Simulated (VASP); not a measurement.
A run of VASP 6.6.1:

File INCAR:

```
SYSTEM = Zn15Ni4
ALGO     = Fast           ! electronic algorithm
EDIFF    = 1E-6           ! SCF threshold, eV
ENCUT    = 520            ! plane-wave cutoff, eV
GGA      = PS             ! functional
ISIF     = 2              ! what is computed and relaxed
ISMEAR   = 0              ! smearing method
ISYM     = 0            
LASPH    = .TRUE.         ! aspherical terms in the spheres
LCHARG   = .FALSE.        ! write CHGCAR
LREAL    = Auto         
LWAVE    = .FALSE.        ! write WAVECAR
NBANDS   = 125            ! bands
NELM     = 80             ! most SCF steps
PREC     = Accurate       ! precision mode
SIGMA    = 0.1            ! smearing width, eV
```

The input KPOINTS:

```
Automatic mesh
0
Gamma
  3 3 2
  0 0 0.5
```

Contents of POSCAR:

```
Zn15Ni4
1.0
    1.8115250563      5.3841195946     -3.8124616386
   -1.8620854798     -5.3851864722     -3.8376302723
   -5.3917387018      1.7642854865      3.7897903380
Zn Ni
15 4
Direct
    0.3495010604      0.4474528252      0.2990047934
    0.1348267120      0.0382411613      0.6968920262
    0.7625178572      0.2605074750      0.4966029530
    0.9621960172      0.6663419634      0.1041982436
    0.5399306133      0.8365659770      0.9017363305
    0.0639909036      0.3606679549      0.9020794814
    0.8494084319      0.9514625862      0.3000460735
    0.4363564016      0.1384414522      0.1023279506
    0.6590272164      0.5624232057      0.6973002545
    0.2366318447      0.7325364371      0.4947724401
    0.5066209649      0.4836396039     -0.0095015052
    0.3172010921      0.1057208237      0.4253303386
    0.8816677558      0.2931352260      0.1736023121
    0.0994356900      0.6995017622      0.7995211465
    0.6921580085      0.9153351382      0.6085823539
    0.2050410232      0.3913513336      0.5972655708
   -0.0061843702      0.0076109715      1.0017796080
    0.7929759329      0.5938672139      0.3866130936
    0.4058411024      0.8049726142      0.2122539366
```

Potentials or basis: VASP PAW PBE potentials, release 64 (Zn, Ni).

The run is started by

```bash
$ cat potpaw_PBE.64/Zn/POTCAR potpaw_PBE.64/Ni/POTCAR > POTCAR
$ mpirun -np 1 vasp_std > vasp.out
```

Hardware: 1 thread of Intel(R) Xeon(R) Platinum 8488C (Sapphire Rapids), with other jobs on the host.

**Question.** How long does it take, and how much memory?

**Answer.** Wall time 19 min on 1 thread of Intel(R) Xeon(R) Platinum 8488C (Sapphire Rapids), on a shared host, peak memory 0.49 GiB. Counts: scf iterations 19, k points 9.
